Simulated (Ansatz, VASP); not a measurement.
## One calculation of SnO2, two programs

```
Sn O
1.0
     1.61709    0.93363    4.80059
    -1.61709    0.93363    4.80059
     0.00000   -1.86726    4.80059
Sn O
1 2
Cartesian
  0.0547 -0.0231 7.1524
  0.1582 0.1153 3.3543
  0.2498 -0.0043 11.0677
```

Alike in both runs: task single point; functional LDA; k mesh 6 × 6 × 6; no spin polarisation.

|  | VASP | Ansatz |
| --- | --- | --- |
| version | VASP 6.6.1 | Ansatz 0.2.0 |
| potentials or method | VASP PAW LDA potentials, release 64 (Sn_d, O), cutoff 520 eV | plane waves, PAW |
| occupations | gaussian, width 0.01 eV | fixed |
| valence electrons in the cell | 26 | 26 |

```tsv
	VASP	Ansatz	Ansatz less VASP
pressure (GPa)	1.6	0.8	-0.83
traceless stress, the component that is largest in VASP (GPa)	7.93	7.83	-0.108
rms of the force components (eV/Å)	1.594	1.551	-0.0435
```

LDA's correlation is that of Perdew and Zunger in VASP and of Perdew and Wang (1992) in Ansatz. Atom by atom the forces differ by 0.052 eV/Å (rms over components). Ansatz's warnings: stress scf threshold loose.
